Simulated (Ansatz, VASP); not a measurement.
# MgCd2Se3 in VASP and in Ansatz

INCAR

```
PREC = Accurate ; ENCUT = 520
EDIFF = 1E-7 ; ISMEAR = 0
SIGMA = 0.1 ; LREAL = False
LASPH = True ; NELM = 100
ALGO = Normal ; ISIF = 2
LWAVE = False ; LCHARG = False
GGA = PE ; NBANDS = 56
```

File KPOINTS:

```
regular mesh
0
Gamma
  6 6 1
```

Contents of POSCAR:

```
MgCd2Se3
1.0
    4.3424622000      0.0000000000      0.0000000000
   -2.1712311000      3.7606826000      0.0000000000
    0.0000000000      0.0000000000     21.1685868000
Mg Cd Se
2 4 6
Direct
    0.6666667000      0.3333333000      0.3318170000
    0.3333333000      0.6666667000      0.8318170000
    0.6666667000      0.3333333000      0.9984630000
    0.6666667000      0.3333333000      0.6688710000
    0.3333333000      0.6666667000      0.1688710000
    0.3333333000      0.6666667000      0.4984630000
    0.6666667000      0.3333333000      0.1252810000
    0.6666667000      0.3333333000      0.4548870000
    0.6666667000      0.3333333000      0.7956810000
    0.3333333000      0.6666667000      0.2956810000
    0.3333333000      0.6666667000      0.6252810000
    0.3333333000      0.6666667000      0.9548870000
```

Input for Ansatz:

```yaml
crystal:
  lattice:
    - [4.3424622, 0.0, 0.0]
    - [-2.1712311, 3.7606826, 0.0]
    - [0.0, 0.0, 21.1685868]
  atoms:
    - { symbol: Mg, position: [0.6666667, 0.3333333, 0.331817] }
    - { symbol: Mg, position: [0.3333333, 0.6666667, 0.831817] }
    - { symbol: Cd, position: [0.6666667, 0.3333333, 0.998463] }
    - { symbol: Cd, position: [0.6666667, 0.3333333, 0.668871] }
    - { symbol: Cd, position: [0.3333333, 0.6666667, 0.168871] }
    - { symbol: Cd, position: [0.3333333, 0.6666667, 0.498463] }
    - { symbol: Se, position: [0.6666667, 0.3333333, 0.125281] }
    - { symbol: Se, position: [0.6666667, 0.3333333, 0.454887] }
    - { symbol: Se, position: [0.6666667, 0.3333333, 0.795681] }
    - { symbol: Se, position: [0.3333333, 0.6666667, 0.295681] }
    - { symbol: Se, position: [0.3333333, 0.6666667, 0.625281] }
    - { symbol: Se, position: [0.3333333, 0.6666667, 0.954887] }
basis:
  ecutwfc: 420
kpoints:
  mp_grid: { grid: [6, 6, 1] }
hamiltonian:
  xc: pbe
scf:
  occupations: { method: gaussian, width: 0.1 }
  lower_state_search: "off"
output:
  forces: true
  stress: true
  eigenvalues: true
```

Alike in both runs: task single point; functional PBE; k mesh 6 × 6 × 1; occupations gaussian, width 0.1 eV; no spin polarisation.

|  | VASP | Ansatz |
| --- | --- | --- |
| version | VASP 6.6.1 | Ansatz 0.2.0 |
| potentials or method | VASP PAW PBE potentials, release 64 (Mg, Cd, Se), cutoff 520 eV | scalar-relativistic, plane waves, PAW |
| valence electrons in the cell | 88 | 196 |

|  | VASP | Ansatz | Ansatz less VASP |
| --- | --- | --- | --- |
| gap on the k mesh at the Fermi level (eV) | 1.01 | 1.01 | +0.002 |
| least direct gap on the mesh (eV) | 1.01 | 1.01 | +0.002 |
| pressure (GPa) | 0.2 | 0.0 | -0.16 |
| rms of the force components (eV/Å) | 0.010 | 0.000 | -0.0094 |

Atom by atom the forces differ by 0.010 eV/Å (rms over components). With one functional, cell and mesh, what is left measures potentials, basis and numerics. VASP's potentials hold 88 valence electrons a cell and Ansatz's 196, so a difference there can come from the potentials and not from the codes.
